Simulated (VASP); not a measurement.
Here is a VASP 6.6.1 calculation.

Contents of INCAR:

```
PREC     = Accurate       # precision mode
ENCUT    = 500            # plane-wave cutoff, eV
EDIFF    = 1E-6           # SCF threshold, eV
ISMEAR   = 0              # smearing method
SIGMA    = 0.02           # smearing width, eV
LREAL    = False          # projectors in reciprocal space
LASPH    = True           # aspherical terms in the spheres
NELM     = 120            # most SCF steps
ALGO     = Normal         # electronic algorithm
ISIF     = 2              # what is computed and relaxed
LWAVE    = False          # write WAVECAR
LCHARG   = False          # write CHGCAR
NBANDS   = 11             # bands
GGA_COMPAT= False
```

KPOINTS

```
regular mesh
0
Gamma
  10 10 10
```

The input POSCAR:

```
Si
1.0
    0.0000000000      2.7007329269      2.7007329269
    2.7007329269      0.0000000000      2.7007329269
    2.7007329269      2.7007329269      0.0000000000
Si
2
Direct
    0.0000000000      0.0000000000      0.0000000000
    0.2500000000      0.2500000000      0.2500000000
```

Potentials or basis: VASP PAW LDA potentials, release 64 (Si).

Run with:

```bash
$ cat potpaw_LDA.64/Si/POTCAR > POTCAR
$ mpirun -np 1 vasp_std > vasp.out
```

(1) What does it give for the band gap on the k mesh?

(2) Predict the pressure.

Results:

(1) 0.45 eV, indirect (least direct gap 2.53 eV).

(2) 0.1 GPa.
